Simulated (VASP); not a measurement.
# Pt (P2_1/m) in VASP: single point with PBEsol

Aim: the single point of Pt with PBEsol.

All numbers are computed with VASP 6.6.1; they aren't measurements. Logs are shortened: lines on timing, memory, paths and dates and some standing lists are left out, and cuts for length are marked.

## (1) The cell of the first run

It takes space group P2_1/m (No. 11, monoclinic). Conventional cell: a = 2.631 Å, b = 4.189 Å, c = 2.727 Å, α = 90.00°, β = 116.52°, γ = 90.00°. Pt (site symmetry m) has 12 Pt at 2.59 to 2.82 Å within 3.4 Å.

## (2) Single point, PBEsol (engineering shear strain xy -0.0800, normal strain along z -0.1100)

Contents of INCAR:

```
SYSTEM = Pt
PREC = Accurate
ENCUT = 520
EDIFF = 1E-7
ISMEAR = 0
SIGMA = 0.15
LREAL = .FALSE.
LASPH = .TRUE.
NELM = 80
ALGO = Fast
ISIF = 2
LWAVE = .FALSE.
LCHARG = .FALSE.
GGA = PS
NBANDS = 17
```

Contents of KPOINTS:

```
regular mesh
0
G
  18 18 10
  0 0 0
```

Contents of POSCAR:

```
Pt
1.0
    2.7251897179     -0.1090075887      0.0000000000
   -1.4569982000      2.4145873202      0.0000000000
    0.0000000000      0.0000000000      4.1891605390
Pt
2
Direct
    0.6666666667      0.3333333333      0.7500000000
    0.3333333333      0.6666666667      0.2500000000
```

Potentials or basis: VASP PAW PBE potentials, release 64 (Pt).

The run is started by

```
> cat potpaw_PBE.64/Pt/POTCAR > POTCAR
> mpirun -np 1 vasp_std > vasp.out
```

OUTCAR:

```text
SYSTEM = Pt
   PREC = Accurate
   ENCUT = 520
   EDIFF = 1E-7
   ISMEAR = 0
   LREAL = .FALSE.
   LASPH = .TRUE.
   NELM = 80
   ISIF = 2
   GGA = PS

 ion  position               nearest neighbor table
   1  0.667  0.333  0.750-   2 2.59   2 2.59   2 2.62   2 2.62   2 2.65   2 2.65
   2  0.333  0.667  0.250-   1 2.59   1 2.59   1 2.62   1 2.62   1 2.65   1 2.65

  LATTYP: Found a simple monoclinic cell.
 ALAT       =     2.6313509124
 B/A-ratio  =     1.5920189585
 C/A-ratio  =     1.0364900346
 COS(beta)  =    -0.4465495939

  Lattice vectors:

 A1 = (   1.2681915179,   2.3055797315,   0.0000000000)
 A2 = (   0.0000000000,   0.0000000000,  -4.1891605390)
 A3 = (  -2.7251897179,   0.1090075887,   0.0000000000)

Analysis of symmetry for initial positions (statically):
=====================================================================
 Subroutine PRICEL returns:
 Original cell was already a primitive cell.

 Routine SETGRP: Setting up the symmetry group for a
 simple monoclinic supercell.

 Subroutine GETGRP returns: Found  4 space group operations
 (whereof  2 operations were pure point group operations)
 out of a pool of  4 trial point group operations.

The static configuration has the point symmetry S_2 .
 The point group associated with its full space group is C_2h.

Analysis of symmetry for dynamics (positions and initial velocities):
=====================================================================
 Subroutine PRICEL returns:
 Original cell was already a primitive cell.

 Routine SETGRP: Setting up the symmetry group for a
 simple monoclinic supercell.

 Subroutine GETGRP returns: Found  4 space group operations
 (whereof  2 operations were pure point group operations)
 out of a pool of  4 trial point group operations.

The dynamic configuration has the point symmetry S_2 .
 The point group associated with its full space group is C_2h.

 Subroutine INISYM returns: Found  4 space group operations
 (whereof  2 operations are pure point group operations),
 and found     1 'primitive' translations

----------------------------------------------------------------------------------------

                                     Primitive cell

  volume of cell :      26.9002

  direct lattice vectors                    reciprocal lattice vectors
     2.725189718 -0.109007589  0.000000000     0.376022843  0.226897822  0.000000000
    -1.456998200  2.414587320  0.000000000     0.016975714  0.424392846  0.000000000
     0.000000000  0.000000000  4.189160539     0.000000000  0.000000000  0.238711310

  length of vectors
     2.727368998  2.820119799  4.189160539     0.439176274  0.424732224  0.238711310

  position of ions in fractional coordinates (direct lattice)
     0.666666667  0.333333333  0.750000000
     0.333333333  0.666666667  0.250000000

  ion indices of the primitive-cell ions
   primitive index   ion index
                 1           1
                 2           2

----------------------------------------------------------------------------------------

 KPOINTS: regular mesh

Automatic generation of k-mesh.
 Grid dimensions read from file:
 generate k-points for:   18   18   10

 Generating k-lattice:

  Cartesian coordinates                     Fractional coordinates (reciprocal lattice)
     0.020890158  0.012605435  0.000000000     0.055555556  0.000000000  0.000000000
     0.000943095  0.023577380  0.000000000     0.000000000  0.055555556  0.000000000
     0.000000000  0.000000000  0.023871131     0.000000000  0.000000000  0.100000000

  Length of vectors
     0.024398682  0.023596235  0.023871131

  Shift w.r.t. Gamma in fractional coordinates (k-lattice)
     0.000000000  0.000000000  0.000000000

 Subroutine IBZKPT returns following result:
 ===========================================

 Found    984 irreducible k-points:

 Following reciprocal coordinates:
            Coordinates               Weight
  0.000000  0.000000  0.000000      1.000000
  0.055556  0.000000  0.000000      2.000000
  0.111111  0.000000  0.000000      2.000000
  0.166667  0.000000  0.000000      2.000000
  0.222222  0.000000  0.000000      2.000000
  0.277778  0.000000  0.000000      2.000000
[... 16 lines left out ...]
 -0.333333  0.055556  0.000000      2.000000
 -0.277778  0.055556  0.000000      2.000000
 [... further k-points ...]
   k-points           NKPTS =    984   k-points in BZ     NKDIM =    984   number of bands    NBANDS=     17
   number of dos      NEDOS =    301   number of ions     NIONS =      2
   total plane-waves  NPLWV =  15360
   dimension x,y,z NGX =    20 NGY =   24 NGZ =   32
   dimension x,y,z NGXF=    40 NGYF=   48 NGZF=   64
   ions per type =               2
   NGX,Y,Z   is equivalent  to a cutoff of  12.19, 14.15, 12.70 a.u.
   NGXF,Y,Z  is equivalent  to a cutoff of  24.38, 28.30, 25.40 a.u.
 SYSTEM =  Pt
   PREC   = accura    normal or accurate (medium, high low for compatibility)
   ISTART =      0    job   : 0-new  1-cont  2-samecut
   ICHARG =      2    charge: 1-file 2-atom 10-const
   ISPIN  =      1    spin polarized calculation?
   LNONCOLLINEAR =      F non collinear calculations
   LSORBIT =      F    spin-orbit coupling
   LASPH  =      T    aspherical Exc in radial PAW
   ENCUT  =  520.0 eV  38.22 Ry    6.18 a.u.   5.07  5.24  7.79*2*pi/ulx,y,z
   NELM   =     80;   NELMIN=  2; NELMDL= -5     # of ELM steps
   EDIFF  = 0.1E-06   stopping-criterion for ELM
   LREAL  =      F    real-space projection
   EDIFFG = 0.1E-05   stopping-criterion for IOM
   NSW    =      0    number of steps for IOM
   IBRION =     -1    ionic relax: 0-MD 1-quasi-New 2-CG
   NFREE  =      0    steps in history (QN), initial steepest desc. (CG)
   ISIF   =      2    stress and relaxation
   ISYM   =      2    0-nonsym 1-usesym 2-fastsym
   POTIM  = 0.5000    time-step for ionic-motion
   TEBEG  =    0.0;   TEEND  =   0.0 temperature during run
   PSTRESS=    0.0 pullay stress
   NELECT =      20.0000    total number of electrons
   NUPDOWN=      -1.0000    fix difference up-down
   EMIN   =  10.00;   EMAX   =-10.00  energy-range for DOS
   EFERMI =   0.00;   METHOD = LEGACY
   ISMEAR =     0;   SIGMA  =   0.15  broadening in eV -4-tet -1-fermi 0-gaus
   EFERMI_NEDOS =   21; number of points for ismear=-14 and -15
   IALGO  =     68    algorithm
   IMIX   =      4    mixing-type and parameters
     AMIX     =   0.40;   BMIX     =  1.00
     AMIX_MAG =   1.60;   BMIX_MAG =  1.00
  volume/ion in A,a.u.               =      13.45        90.77
  Fermi-wavevector in a.u.,A,eV,Ry     =   1.483086  2.802626 29.926604  2.199543
  Thomas-Fermi vector in A             =   2.596791
   LORBIT       =      0    0 simple, 1 ext, 2 COOP (PROOUT), +10 PAW based schemes
   GGA     = PS    functional components
   LHFCALC =     F    Hartree Fock is set to
   AEXX    =    0.0000 exact exchange contribution
   IVDW    =     0    specifies the selected vdW correction
   LEPSILON=     F    determine dielectric tensor
   LRPA    =     F    only Hartree local field effects (RPA)
 non-spin polarized calculation
 RMM-DIIS sequential band-by-band and
 Gauss-broadening in eV      SIGMA  =   0.15
  energy-cutoff  :      520.00
  volume of cell :       26.90
 maximum number of plane-waves:       748
   NGX = 11   NGY = 11   NGZ = 15

 number of electron      20.0000001 magnetization

 Free energy of the ion-electron system (eV)
  ---------------------------------------------------
  ext. energy  EPLUGINS =         0.00000000
  ---------------------------------------------------
  free energy    TOTEN  =       -13.20645026 eV

  energy without entropy =      -13.16900701  energy(sigma->0) =      -13.18772863

 E-fermi :  13.4645     XC(G=0): -14.3040

 val. band max:       13.4639274975   @ k =  -0.1111   0.2222   0.0000
 cond. band min:      13.4654500251   @ k =   0.5000   0.2778   0.1000
 fundamental gap:      0.0015225276
 Fermi energy:        13.4644969531

 k-point     1 :       0.0000    0.0000    0.0000
  band No.  band energies     occupation
      1       1.7895      2.00000
      2       4.8838      2.00000
      3       8.2556      2.00000
      4       9.0461      2.00000
      5       9.4694      2.00000
      6       9.8193      2.00000
[... 9 lines left out ...]
     16      31.2361      0.00000
     17      33.7744      0.00000

 k-point     2 :       0.0556    0.0000    0.0000
  band No.  band energies     occupation
      1       1.9180      2.00000
      2       4.9931      2.00000
      3       8.3479      2.00000
      4       9.1120      2.00000
      5       9.3276      2.00000
      6       9.7777      2.00000
[... 9 lines left out ...]
     16      31.4512      0.00000
     17      33.2244      0.00000

 k-point     3 :       0.1111    0.0000    0.0000
  band No.  band energies     occupation
      1       2.2938      2.00000
      2       5.3010      2.00000
      3       8.5305      2.00000
      4       9.0175      2.00000
      5       9.4505      2.00000
      6       9.5303      2.00000
[... 9 lines left out ...]
     16      31.7808      0.00000
     17      32.1907      0.00000

 k-point     4 :       0.1667    0.0000    0.0000
  band No.  band energies     occupation
      1       2.8854      2.00000
      2       5.7346      2.00000
      3       8.3288      2.00000
      4       8.8948      2.00000
      5       9.2434      2.00000
      6       9.3240      2.00000
[... 9 lines left out ...]
     16      31.1697      0.00000
     17      31.3405      0.00000
[... 343 lines left out ...]
      1       5.3284      2.00000
      2       5.9266      2.00000
      3       6.5238      2.00000
      4       8.1738      2.00000
      5       8.5627      2.00000
      6       9.8394      2.00000
[... 9 lines left out ...]
     16      27.8816      0.00000
     17      30.1505      0.00000

 k-point    23 :      -0.3333    0.0556    0.0000
  band No.  band energies     occupation
      1       4.8053      2.00000
      2       6.1707      2.00000
      3       7.0415      2.00000
      4       8.0891      2.00000
      5       8.4129      2.00000
      6       9.7440      2.00000
[... 9 lines left out ...]
     16      28.6515      0.00000
     17      32.6041      0.00000

 k-point    24 :      -0.2778    0.0556    0.0000
  band No.  band energies     occupation
      1       4.0647      2.00000
      2       6.2507      2.00000
      3       7.7021      2.00000
      4       7.8483      2.00000
      5       8.7002      2.00000
      6       9.5220      2.00000
[... 9 lines left out ...]
     16      29.6366      0.00000
     17      32.5362      0.00000

 [... further k-points ...]
[... 5 lines left out ...]
  --------------------------------------------------------------------------------------
  -------------------------------------------------------------------------------------
  Total        6.7862607      7.6452780     10.1741900      1.1109403      0.0000000      0.0000000
  in kB      404.1898777    455.3529669    605.9750398     66.1676322      0.0000000      0.0000000
  external PRESSURE =     488.5059615 kB  Pullay stress =       0.0000000 kB

 VOLUME and BASIS-vectors are now :
 -----------------------------------------------------------------------------
  energy-cutoff  :      520.00
  volume of cell :       26.90
      direct lattice vectors                 reciprocal lattice vectors
     2.725189718 -0.109007589  0.000000000     0.376022843  0.226897822  0.000000000
    -1.456998200  2.414587320  0.000000000     0.016975714  0.424392846  0.000000000
     0.000000000  0.000000000  4.189160539     0.000000000  0.000000000  0.238711310

 POSITION                                       TOTAL-FORCE (eV/Angst)
 -----------------------------------------------------------------------------------
      1.33113      0.73219      3.14187        -0.535641     -0.031889      0.000000
     -0.06294      1.57339      1.04729         0.535641      0.031889      0.000000
 -----------------------------------------------------------------------------------
    total drift:                                0.000000     -0.000000      0.000000

  FREE ENERGIE OF THE ION-ELECTRON SYSTEM (eV)
  ---------------------------------------------------
  free  energy   TOTEN  =       -13.2064502569 eV

  energy  without entropy=      -13.1690070061  energy(sigma->0) =      -13.18772863
```

It took 7.6 min on 1 thread of Intel Xeon Platinum 8259CL at 2.50GHz (Skylake/Cascade Lake), shared host; peak memory 0.46 GiB.

Results:

```
Free energy            : -13.2065 eV
Pressure               : 48.9 GPa
Largest force          : 0.537 eV/Å
Band gap on the k mesh : zero (bands 10 and 11 overlap by 1.49 eV)
```

Forces on the atoms (eV/Å):
```
Pt  -0.536 -0.032  0.000
Pt   0.536  0.032  0.000
```

Stress tensor (GPa, compression positive):
```
40.42  6.62  0.00
 6.62 45.54  0.00
 0.00  0.00 60.60
```

Levels at points of the mesh, in eV from the Fermi level:
```tsv
k point	band 8	band 9	band 10	band 11	band 12	band 13
(0.00, 0.00, 0.00)	-3.32	-2.98	-0.60	-0.42	-0.26	7.48
(0.50, 0.00, 0.00)	-0.17	0.35	0.41	2.62	4.26	9.02
(0.00, 0.50, 0.00)	-0.51	0.02	0.47	2.40	3.92	8.49
(0.50, 0.50, 0.00)	-0.49	0.05	0.58	1.93	3.33	7.92
(0.00, 0.00, 0.50)	-4.07	-1.30	-1.30	-0.86	-0.86	13.67
(0.50, 0.00, 0.50)	-1.29	0.15	0.15	1.93	1.93	7.96
(0.00, 0.50, 0.50)	-1.45	-0.14	-0.14	1.68	1.68	7.37
(0.50, 0.50, 0.50)	-1.61	-0.11	-0.11	1.32	1.32	6.66
```

Caveat: the cell differs from its parent crystal (engineering shear strain xy -0.0800, normal strain along z -0.1100); the stress differs along the axes, from 40 to 61 GPa; the PAW data sets were made with another functional, which shifts forces and pressure a little; spin-orbit coupling is left out, which moves the levels of the heavy elements.
